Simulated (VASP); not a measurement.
Yb:

```xyz
1
Lattice="-2.1079 2.1079 2.1079 2.1079 -2.1079 2.1079 2.1079 2.1079 -2.1079" Properties=species:S:1:pos:R:3 pbc="T T T"
Yb    0.0000    0.0000    0.0000
```

Base run:

* Program: VASP 6.6.1
* Functional: revPBE
* Potentials or basis: VASP PAW PBE potentials, release 64 (Yb)
* Cutoff: 520 eV
* k mesh: 12 × 12 × 12
* Occupations: fermi-dirac, width 0.05 eV
* Spin: no spin polarisation

Its results: band gap on the k mesh zero (band 12 reaches 1.91 eV, above the bottom of band 13 at 1.23 eV); pressure -0.5 GPa.

Q: The run is repeated on the same cell with these changes: functional from revPBE to PBEsol; further incar settings from ALGO = Normal; EDIFF = 1e-06; NBANDS = 18 to ALGO = Normal; EDIFF = 1e-08; NBANDS = 18. What comes out?

A: Band gap on the k mesh zero (band 12 reaches 1.68 eV, above the bottom of band 13 at 1.02 eV); pressure -3.0 GPa.

Caveats: the PAW data sets were made with another functional, which shifts forces and pressure a little; spin-orbit coupling is left out, which moves the levels of the heavy elements.
